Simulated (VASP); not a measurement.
Write the native input for VASP 6.6.1 that does the following.

```
Task                   : single point
Functional             : PBEsol
Potentials or basis    : VASP PAW PBE potentials, release 64 (Rb_sv, Br)
Cutoff                 : 520 eV
k mesh                 : 6 × 6 × 6
Occupations            : gaussian, width 0.05 eV
Spin                   : no spin polarisation
Dipole correction      : no
Further INCAR settings : ALGO = Normal; EDIFF = 1e-07; NBANDS = 15
```

The structure of RbBr lies in POSCAR:

```
RbBr
1.0
    4.1260773000      0.0000000000      0.0000000000
    0.0000000000      4.1260773000      0.0000000000
    0.0000000000      0.0000000000      4.1260773000
Rb Br
1 1
Direct
    0.0000000000      0.0000000000     -0.0727082840
    0.5000000000      0.5000000000      0.5000000000
```

This cell differs from its parent crystal: atom 1 (Rb) moved by (+0.000, -0.300) A along [1 1 0] and z.

One way to write it, as run:

INCAR

```
SYSTEM = RbBr
  PREC = Accurate
  ENCUT = 520
  EDIFF = 1E-7
  ISMEAR = 0
  SIGMA = 0.05
  LREAL = .FALSE.
  LASPH = .TRUE.
  NELM = 60
  ALGO = Normal
  ISIF = 2
  LWAVE = .FALSE.
  LCHARG = .FALSE.
  GGA = PS
  NBANDS = 15
```

KPOINTS

```
Automatic mesh
0
G
  6 6 6
  0 0 0
```

Potentials or basis: VASP PAW PBE potentials, release 64 (Rb_sv, Br).

Command:

```bash
$ cat potpaw_PBE.64/Rb_sv/POTCAR potpaw_PBE.64/Br/POTCAR > POTCAR
$ mpirun -np 1 vasp_std > vasp.out
```

Results of the run:

```
Pressure               : -0.1 GPa
Largest force          : 0.207 eV/Å
Band gap on the k mesh : 3.93 eV (least direct gap 4.08 eV)
```

Caveat: the cell differs from its parent crystal (atom 1 (Rb) moved by (+0.000, -0.300) A along [1 1 0] and z); the PAW data sets were made with another functional, which shifts forces and pressure a little.

Wall time 44 s on 1 thread of Intel Xeon 8259CL, on a shared host, peak memory 0.2 GiB.
